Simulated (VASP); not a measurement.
Set up this calculation in VASP 6.6.1, as the native input.

```yaml
Task: relaxation of cell and atoms
Functional: PBE
Potentials_or_basis: VASP PAW PBE potentials, release 64 (Ge_d, I)
Cutoff: 600 eV
k_mesh: 3 × 3 × 4
Occupations: gaussian, width 0.1 eV
Spin: no spin polarisation
Dipole_correction: no
Further_INCAR_settings: ALGO = Normal; EDIFF = 1e-06; IBRION = 2; EDIFFG = -0.04; NSW = 90; ISIF = 3
```

The structure of Ge5I3 lies in POSCAR:

```
Ge5I3
1.0
    7.2244137300      0.0000000000      0.0000000000
   -3.6122068700      6.2565258200      0.0000000000
    0.0000000000      0.0000000000      5.6665356200
Ge I
5 3
Direct
    0.3333333300      0.6666666700      0.0000000000
    0.6666666700      0.3333333300      0.0000000000
    0.3333333300      0.6666666700      0.5000000000
    0.6666666700      0.3333333300      0.5000000000
    0.0000000000      0.0000000000      0.5000000000
    0.5000000000      0.0000000000      0.0000000000
    0.0000000000      0.5000000000      0.0000000000
    0.5000000000      0.5000000000      0.0000000000
```

The cell was built from a structure type or drawn by symmetry, and may not be a known phase.

The input as run:

INCAR

```
PREC     = Accurate       # precision mode
ENCUT    = 600            # plane-wave cutoff, eV
EDIFF    = 1E-6           # SCF threshold, eV
ISMEAR   = 0              # smearing method
SIGMA    = 0.1            # smearing width, eV
LREAL    = False          # projectors in reciprocal space
LASPH    = True           # aspherical terms in the spheres
NELM     = 100            # most SCF steps
ALGO     = Normal         # electronic algorithm
ISIF     = 3              # what is computed and relaxed
LWAVE    = False          # write WAVECAR
LCHARG   = False          # write CHGCAR
GGA      = PE             # functional
IBRION   = 2              # ionic algorithm
NSW      = 90             # ionic steps
EDIFFG   = -0.04          # ionic threshold
```

KPOINTS

```
Automatic mesh
0
Gamma
  3 3 4
```

Potentials or basis: VASP PAW PBE potentials, release 64 (Ge_d, I).

The run is started by

```sh
$ cat potpaw_PBE.64/Ge_d/POTCAR potpaw_PBE.64/I/POTCAR > POTCAR
$ mpirun -np 1 vasp_std > vasp.out
```

Results of the run:

| Property | Result |
| --- | --- |
| Relaxed volume | 56.66 Å³/atom |
| Relaxed cell | a = 10.023 Å, b = 10.023 Å, c = 5.210 Å, α = 90.00°, β = 90.00°, γ = 120.00° |
| Space group after relaxing (to 0.1 Å) | P6/mmm (No. 191) |
| Energy gained by relaxing | 2244.0 meV/atom |
| Ionic steps | 9 |
| Pressure after relaxing | -0.1 GPa |
| Band gap on the k mesh | zero (an odd number of electrons rules out a gap without spin polarisation) |

Caveat: the volume moved by over 15 % at a fixed basis, so the end points are rough; spin-orbit coupling is left out, which moves the levels of the heavy elements; an odd number of electrons without spin polarisation forces a metal; a magnetic or distorted state may lie lower.

Run time: 48 min on 1 thread of Intel Xeon 8259CL (shared host), peak memory 0.52 GiB.
